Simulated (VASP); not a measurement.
# GaSb: single point with PBE

The system is GaSb.

```
CELL_PARAMETERS angstrom
-1.63469 2.57174 2.85737
1.63469 -2.57174 2.85737
1.63469 2.57174 -2.85737
ATOMIC_POSITIONS crystal
Ga 0.00000 0.00000 0.00000
Sb 0.50000 0.50000 0.00000
```

| Property | Result |
| --- | --- |
| Program | VASP 6.6.1 |
| Task | single point |
| Functional | PBE |
| Potentials or basis | VASP PAW PBE potentials, release 64 (Ga_d, Sb) |
| Cutoff | 520 eV |
| k mesh | 18 × 18 × 18 |
| Occupations | gaussian, width 0.15 eV |
| Spin | no spin polarisation |

* Pressure: 0.1 GPa
* Band gap on the k mesh: zero (bands 9 and 10 overlap by 5.39 eV)

Stress tensor (GPa, compression positive):
```
-0.72  0.00  0.00
 0.00 -0.08  0.00
 0.00  0.00  0.95
```

Levels at points of the mesh, in eV from the Fermi level:
| k point | band 5 | band 6 | band 7 | band 8 | band 9 | band 10 | band 11 | band 12 | band 13 | band 14 |
| --- | --- | --- | --- | --- | --- | --- | --- | --- | --- | --- |
| (0.00, 0.00, 0.00) | -14.82 | -11.93 | -2.48 | -1.85 | -1.37 | 3.68 | 4.24 | 6.52 | 7.11 | 7.58 |
| (0.50, 0.00, 0.00) | -14.81 | -10.35 | -7.97 | 0.12 | 1.73 | 2.75 | 3.24 | 3.66 | 5.80 | 7.90 |
| (0.00, 0.50, 0.00) | -14.81 | -8.42 | -6.33 | -1.61 | -0.42 | -0.15 | 0.98 | 2.76 | 3.51 | 9.35 |
| (0.50, 0.50, 0.00) | -14.81 | -8.36 | -5.04 | -3.26 | -2.07 | -2.03 | 3.20 | 4.42 | 7.21 | 7.87 |
| (0.50, 0.50, 0.50) | -14.81 | -9.20 | -5.60 | -5.11 | -4.62 | 1.93 | 5.85 | 9.55 | 10.43 | 10.49 |

Run time: 11 min on 1 thread of Intel Xeon 8259CL (shared host), peak memory 0.75 GiB.

Caveat: spin-orbit coupling is left out, which moves the levels of the heavy elements.
